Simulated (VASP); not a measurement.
Input of a VASP 6.6.1 run:

File POSCAR:

```
ZnS
1.0
    0.0000000000      2.7198945612      2.7198945612
    2.7198945612      0.0000000000      2.7198945612
    2.7198945612      2.7198945612      0.0000000000
Zn S
1 1
Direct
    0.7500000000      0.7500000000      0.7500000000
    0.0000000000      0.0000000000      0.0000000000
```

The input INCAR.step1:

```
  PREC = Accurate
  ENCUT = 520
  EDIFF = 1E-5
  ISMEAR = -1
  SIGMA = 0.05
  LREAL = False
  LASPH = True
  NELM = 80
  ALGO = Normal
  ISIF = 2
  LWAVE = True
  GGA = PE
  NBANDS = 16
```

File INCAR.step2:

```
  PREC = Accurate
  ENCUT = 520
  EDIFF = 1E-6
  ISMEAR = -1
  SIGMA = 0.05
  LREAL = False
  LASPH = True
  NELM = 80
  ALGO = Normal
  ISIF = 2
  LWAVE = False
  LCHARG = True
  METAGGA = R2SCAN
  LHFCALC = True
  AEXX = 0.25
  LMIXTAU = True
  PRECFOCK = Normal
  LELF = True
  LVHAR = True
  ISTART = 1
  NBANDS = 16
```

KPOINTS

```
regular mesh
0
Gamma
  5 5 5
```

Potentials or basis: VASP PAW PBE potentials, release 64 (Zn, S).

Launch:

```sh
$ cat potpaw_PBE.64/Zn/POTCAR potpaw_PBE.64/S/POTCAR > POTCAR
$ cp INCAR.step1 INCAR
$ mpirun -np 1 vasp_std > vasp.out
$ cp INCAR.step2 INCAR
$ mpirun -np 1 vasp_std > vasp.out
```

Question: Estimate the band gap on the k mesh.

Answer: 4.28 eV.

Question: What does it give for the pressure?

Answer: -2.1 GPa.

Caveat: the PAW data sets were made with another functional, which shifts forces and pressure a little.
